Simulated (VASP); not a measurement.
# BaTiO3 (R3m) in VASP: settings compared, part 2 of 2

VASP 6.6.1. Earlier steps stand in the parts before.

## Step 4: Relaxation of cell and atoms, BLYP+D3(BJ)

This run uses another cell than the first one, of 12.84 Å³/atom.

File INCAR:

```
SYSTEM = BaTiO3
PREC = Accurate ; ENCUT = 600
EDIFF = 1E-7 ; ISMEAR = -1
SIGMA = 0.05 ; LREAL = .False.
LASPH = .True. ; NELM = 80
ALGO = Normal ; ISIF = 3
LWAVE = .False. ; LCHARG = .False.
GGA = B5 ; ALDAX = 1.0
AGGAX = 1.0 ; AGGAC = 1.0
ALDAC = 0.0 ; IVDW = 12
VDW_S6 = 1.0 ; VDW_S8 = 2.6996
VDW_A1 = 0.4298 ; VDW_A2 = 4.2359
IBRION = 2 ; NSW = 60
EDIFFG = -0.01
```

File KPOINTS:

```
regular mesh
0
Gamma
  7 7 7
  0 0 0
```

File POSCAR:

```
BaTiO3
1.0
    2.8273666084      1.6323808724      2.3183934932
   -2.8273666084      1.6323808724      2.3183934932
    0.0000000000     -3.2647617449      2.3183934932
Ba Ti O
1 1 3
Direct
    0.0000000000      0.0000000000      0.0000000000
    0.4845000000      0.4845000000      0.4845000000
    0.5086000000      0.0175000000      0.5086000000
    0.0175000000      0.5086000000      0.5086000000
    0.5086000000      0.5086000000      0.0175000000
```

Potentials or basis: VASP PAW PBE potentials, release 64 (Ba_sv, Ti_sv, O).

Run with:

```console
$ cat potpaw_PBE.64/Ba_sv/POTCAR potpaw_PBE.64/Ti_sv/POTCAR potpaw_PBE.64/O/POTCAR > POTCAR
$ mpirun -np 1 vasp_std > vasp.out
```

OUTCAR:

```text
SYSTEM = BaTiO3
   PREC = Accurate
   ENCUT = 600
   EDIFF = 1E-7
   ISMEAR = -1
   LREAL = .False.
   LASPH = .True.
   NELM = 80
   ISIF = 3
   GGA = B5
   IVDW = 12
   IBRION = 2
   NSW = 60
   EDIFFG = -0.01
 IVDW          = 12

 ion  position               nearest neighbor table
   1  0.000  0.000  0.000-   5 2.79   4 2.79   3 2.79   4 2.83   3 2.83   4 2.83   3 2.83   5 2.83
                             5 2.83   5 2.89   4 2.89   3 2.89   2 3.37   2 3.43   2 3.43   2 3.43
   2  0.484  0.484  0.484-   3 1.87   4 1.87   5 1.87   3 2.14   4 2.14   5 2.14   1 3.37   1 3.43
                             1 3.43   1 3.43   1 3.50   1 3.50   1 3.50   1 3.59
   3  0.509  0.017  0.509-   2 1.87   2 2.14   1 2.79   1 2.83   1 2.83   1 2.89
   4  0.017  0.509  0.509-   2 1.87   2 2.14   1 2.79   1 2.83   1 2.83   1 2.89
   5  0.509  0.509  0.017-   2 1.87   2 2.14   1 2.79   1 2.83   1 2.83   1 2.89

  LATTYP: Found a trigonal (rhomboedric) cell.
 ALAT       =     4.0042000000
 COS(alpha) =     0.0028448828

  Lattice vectors:

 A1 = (   2.8273666084,   1.6323808724,   2.3183934932)
 A2 = (  -2.8273666084,   1.6323808724,   2.3183934932)
 A3 = (   0.0000000000,  -3.2647617449,   2.3183934932)

Analysis of symmetry for initial positions (statically):
=====================================================================
 Subroutine PRICEL returns:
 Original cell was already a primitive cell.

 Routine SETGRP: Setting up the symmetry group for a
 trigonal (rhombohedral) supercell.

 Subroutine GETGRP returns: Found  6 space group operations
 (whereof  6 operations were pure point group operations)
 out of a pool of 12 trial point group operations.

The static configuration has the point symmetry C_3v.

Analysis of symmetry for dynamics (positions and initial velocities):
=====================================================================
 Subroutine PRICEL returns:
 Original cell was already a primitive cell.

 Routine SETGRP: Setting up the symmetry group for a
 trigonal (rhombohedral) supercell.

 Subroutine GETGRP returns: Found  6 space group operations
 (whereof  6 operations were pure point group operations)
 out of a pool of 12 trial point group operations.

The dynamic configuration has the point symmetry C_3v.

 Subroutine INISYM returns: Found  6 space group operations
 (whereof  6 operations are pure point group operations),
 and found     1 'primitive' translations

----------------------------------------------------------------------------------------

                                     Primitive cell

  volume of cell :      64.2010

  direct lattice vectors                    reciprocal lattice vectors
     2.827366608  1.632380872  2.318393493     0.176843002  0.102100355  0.143777721
    -2.827366608  1.632380872  2.318393493    -0.176843002  0.102100355  0.143777721
     0.000000000 -3.264761745  2.318393493     0.000000000 -0.204200710  0.143777721

  length of vectors
     4.004200000  4.004200000  4.004200000     0.249739791  0.249739791  0.249739791

  position of ions in fractional coordinates (direct lattice)
     0.000000000  0.000000000  0.000000000
     0.484500000  0.484500000  0.484500000
     0.508600000  0.017500000  0.508600000
     0.017500000  0.508600000  0.508600000
     0.508600000  0.508600000  0.017500000

  ion indices of the primitive-cell ions
   primitive index   ion index
                 1           1
                 2           2
                 3           3
                 4           4
[... 24 lines left out ...]
 ===========================================

 Found     44 irreducible k-points:

 Following reciprocal coordinates:
            Coordinates               Weight
  0.000000  0.000000  0.000000      1.000000
  0.142857  0.000000  0.000000      6.000000
  0.285714  0.000000  0.000000      6.000000
  0.428571  0.000000  0.000000      6.000000
  0.142857  0.142857  0.000000      6.000000
  0.285714  0.142857  0.000000     12.000000
[... 16 lines left out ...]
  0.285714  0.285714  0.142857      6.000000
  0.428571  0.285714  0.142857     12.000000
 [... further k-points ...]
   k-points           NKPTS =     44   k-points in BZ     NKDIM =     44   number of bands    NBANDS=     24
   number of dos      NEDOS =    301   number of ions     NIONS =      5
   total plane-waves  NPLWV =  32768
   dimension x,y,z NGX =    32 NGY =   32 NGZ =   32
   dimension x,y,z NGXF=    64 NGYF=   64 NGZF=   64
   ions per type =               1   1   3
   NGX,Y,Z   is equivalent  to a cutoff of  13.29, 13.29, 13.29 a.u.
   NGXF,Y,Z  is equivalent  to a cutoff of  26.57, 26.57, 26.57 a.u.
 SYSTEM =  BaTiO3
   PREC   = accura    normal or accurate (medium, high low for compatibility)
   ISTART =      0    job   : 0-new  1-cont  2-samecut
   ICHARG =      2    charge: 1-file 2-atom 10-const
   ISPIN  =      1    spin polarized calculation?
   LNONCOLLINEAR =      F non collinear calculations
   LSORBIT =      F    spin-orbit coupling
   LASPH  =      T    aspherical Exc in radial PAW
   ENCUT  =  600.0 eV  44.10 Ry    6.64 a.u.   8.00  8.00  8.00*2*pi/ulx,y,z
   NELM   =     80;   NELMIN=  2; NELMDL= -5     # of ELM steps
   EDIFF  = 0.1E-06   stopping-criterion for ELM
   LREAL  =      F    real-space projection
   EDIFFG = -.1E-01   stopping-criterion for IOM
   NSW    =     60    number of steps for IOM
   IBRION =      2    ionic relax: 0-MD 1-quasi-New 2-CG
   NFREE  =      1    steps in history (QN), initial steepest desc. (CG)
   ISIF   =      3    stress and relaxation
   ISYM   =      2    0-nonsym 1-usesym 2-fastsym
   POTIM  = 0.5000    time-step for ionic-motion
   TEBEG  =    0.0;   TEEND  =   0.0 temperature during run
   PSTRESS=    0.0 pullay stress
   NELECT =      40.0000    total number of electrons
   NUPDOWN=      -1.0000    fix difference up-down
   EMIN   =  10.00;   EMAX   =-10.00  energy-range for DOS
   EFERMI =   0.00;   METHOD = LEGACY
   ISMEAR =    -1;   SIGMA  =   0.05  broadening in eV -4-tet -1-fermi 0-gaus
   EFERMI_NEDOS =   21; number of points for ismear=-14 and -15
   IALGO  =     38    algorithm
   IMIX   =      4    mixing-type and parameters
     AMIX     =   0.40;   BMIX     =  1.00
     AMIX_MAG =   1.60;   BMIX_MAG =  1.00
  volume/ion in A,a.u.               =      12.84        86.65
  Fermi-wavevector in a.u.,A,eV,Ry     =   1.398237  2.642285 26.600301  1.955067
  Thomas-Fermi vector in A             =   2.521415
   LORBIT       =      0    0 simple, 1 ext, 2 COOP (PROOUT), +10 PAW based schemes
   GGA     = B5    functional components
   LHFCALC =     F    Hartree Fock is set to
   AEXX    =    0.0000 exact exchange contribution
   IVDW    =    12    specifies the selected vdW correction
   LEPSILON=     F    determine dielectric tensor
   LRPA    =     F    only Hartree local field effects (RPA)
 conjugate gradient relaxation of ions
 non-spin polarized calculation
  energy-cutoff  :      600.00
  volume of cell :       64.20
 maximum number of plane-waves:      2170
   NGX = 15   NGY = 15   NGZ = 15

--------------------------------------- Ionic step        1  -------------------------------------------

 number of electron      39.9999996 magnetization

 Free energy of the ion-electron system (eV)
  ---------------------------------------------------
  ext. energy  EPLUGINS =         0.00000000
  ---------------------------------------------------
  free energy    TOTEN  =       -38.05729821 eV

  energy without entropy =      -38.05729821  energy(sigma->0) =      -38.05729821

------------------------ aborting loop because EDIFF is reached ----------------------------------------

 Edisp (eV)   -3.06224

 E8    (eV) :    -2.2907
[... 114 lines left out ...]
  FREE ENERGIE OF THE ION-ELECTRON SYSTEM (eV)
  ---------------------------------------------------
  free  energy   TOTEN  =       -41.1471639304 eV

  energy  without entropy=      -41.1471639303  energy(sigma->0) =      -41.14716393

[... ionic steps 4 to 8 ...]

--------------------------------------- Ionic step        9  -------------------------------------------

 number of electron      39.9999998 magnetization

------------------------ aborting loop because EDIFF is reached ----------------------------------------
[... 81 lines left out ...]
--------------------------------------- Ionic step       11  -------------------------------------------

 number of electron      39.9999998 magnetization

 Free energy of the ion-electron system (eV)
  ---------------------------------------------------
  ext. energy  EPLUGINS =         0.00000000
  ---------------------------------------------------
  free energy    TOTEN  =       -38.16993804 eV

  energy without entropy =      -38.16993804  energy(sigma->0) =      -38.16993804

 E-fermi :   5.0171     XC(G=0): -10.5767

 val. band max:        3.8403791645   @ k =   0.4286   0.4286   0.4286
 cond. band min:       6.2263220320   @ k =   0.0000   0.0000   0.0000
 fundamental gap:      2.3859428675
 Fermi energy:         5.0171306109

 k-point     1 :       0.0000    0.0000    0.0000
  band No.  band energies     occupation
      1     -52.3379      2.00000
      2     -28.7230      2.00000
      3     -28.7179      2.00000
      4     -28.7179      2.00000
      5     -20.9401      2.00000
      6     -12.7516      2.00000
[... 637 lines left out ...]
     23       7.6654      0.00000
     24       9.1929      0.00000

 [... further k-points ...]

------------------------ aborting loop because EDIFF is reached ----------------------------------------

 Edisp (eV)   -2.97839

 E8    (eV) :    -2.2283
[... 28 lines left out ...]
  FREE ENERGIE OF THE ION-ELECTRON SYSTEM (eV)
  ---------------------------------------------------
  free  energy   TOTEN  =       -41.1483283937 eV

  energy  without entropy=      -41.1483283936  energy(sigma->0) =      -41.14832839

 reached required accuracy - stopping structural energy minimisation
```

Run time: 17 min. Hardware: 1 thread of Intel Xeon 8259CL, shared host; peak memory 0.23 GiB.

What came out:

```yaml
Free_energy: -41.1483 eV
Relaxed_volume: 13.20 Å³/atom
Relaxed_cell: a = 4.041 Å, b = 4.041 Å, c = 4.041 Å, α = 89.85°, β = 89.85°, γ = 89.85°
Space_group_after_relaxing_to_0.1_Å: R3m (No. 160)
Energy_gained_by_relaxing: 5.8 meV/atom
Ionic_steps: 11
Pressure_after_relaxing: 0.0 GPa
Largest_force_after_relaxing: 0.006 eV/Å
Band_gap_on_the_k_mesh: 2.39 eV (least direct gap 2.74 eV)
Dispersion_energy_per_atom: -0.596 eV
```

Forces in eV/Å, atoms in the order of the input:
```
Ba   0.000  0.000  0.005
Ti   0.000  0.000 -0.001
O   -0.005  0.003 -0.001
O    0.005  0.003 -0.001
O    0.000 -0.006 -0.001
```

The path:
| step | energy change (eV) | largest force (eV/Å) | pressure (GPa) | volume (Å³) |
| --- | --- | --- | --- | --- |
| 1 | 0.0000 | 0.3519 | 4.81 | 64.20 |
| 2 | 0.0091 | 0.3260 | -4.98 | 67.85 |
| 3 | -0.0276 | 0.0962 | -0.03 | 65.85 |
| 4 | -0.0276 | 0.0967 | 0.06 | 65.82 |
| 5 | -0.0281 | 0.0664 | 0.06 | 65.85 |
| 6 | -0.0286 | 0.0346 | 0.06 | 65.91 |
| 7 | -0.0286 | 0.0404 | 0.06 | 65.92 |
| 8 | -0.0288 | 0.0267 | -0.06 | 66.00 |
| 9 | -0.0288 | 0.0210 | -0.11 | 66.03 |
| 10 | -0.0288 | 0.0202 | 0.13 | 65.97 |
| 11 | -0.0288 | 0.0057 | 0.01 | 66.00 |

Final structure:
```
Ba Ti O
1.0
     2.85375    1.64761    2.33948
    -2.85375    1.64761    2.33948
     0.00000   -3.29523    2.33948
Ba Ti O
1 1 3
Direct
  0.99733 0.99733 0.99733
  0.48484 0.48484 0.48484
  0.50978 0.01746 0.50978
  0.01746 0.50978 0.50978
  0.50978 0.50978 0.01746
```

Levels at points of the mesh, in eV from the valence-band top:
| k point | band 18 | band 19 | band 20 | band 21 | band 22 | band 23 |
| --- | --- | --- | --- | --- | --- | --- |
| (0.00, 0.00, 0.00) | -0.48 | -0.36 | -0.36 | 2.39 | 2.39 | 2.52 |

Caveat: the PAW data sets were made with another functional, which shifts forces and pressure a little; spin-orbit coupling is left out, which moves the levels of the heavy elements; an odd mesh through Γ misses points on the zone boundary, where band edges can lie. Expect the measured gap to be larger: semilocal functionals such as BLYP lack the derivative discontinuity.

## Step 5: Overview

```tsv
task	level	cell	cutoff (eV)	gap on the mesh (eV)	pressure (GPa)	relaxed volume (Å³/atom)	largest force (eV/Å)
single point	BLYP+D3(BJ)	a = 4.027 Å, angles 89.8°, 5 atoms, atomic positions A	520	2.44	2.0	-	0.14
relaxation of cell and atoms	PBEsol+D3(BJ)	relaxed from a = 4.004 Å, angles 89.8°, 5 atoms, atomic positions B	600	2.16	0.0	12.49	0.01
relaxation of cell and atoms	BLYP+D3(BJ)	relaxed from a = 4.004 Å, angles 89.8°, 5 atoms, atomic positions B	600	2.39	0.0	13.20	0.01
```

Alike in all rows: potentials or basis VASP PAW PBE potentials, release 64 (Ba_sv, Ti_sv, O); no spin polarisation; k mesh 7 × 7 × 7; smearing fermi-dirac 0.05 eV.

Caveats: the PAW data sets were made with another functional, which shifts forces and pressure a little; spin-orbit coupling is left out, which moves the levels of the heavy elements; an odd mesh through Γ misses points on the zone boundary, where band edges can lie.

Total energies depend on the potentials used, so only differences within one code and one set of settings carry meaning.
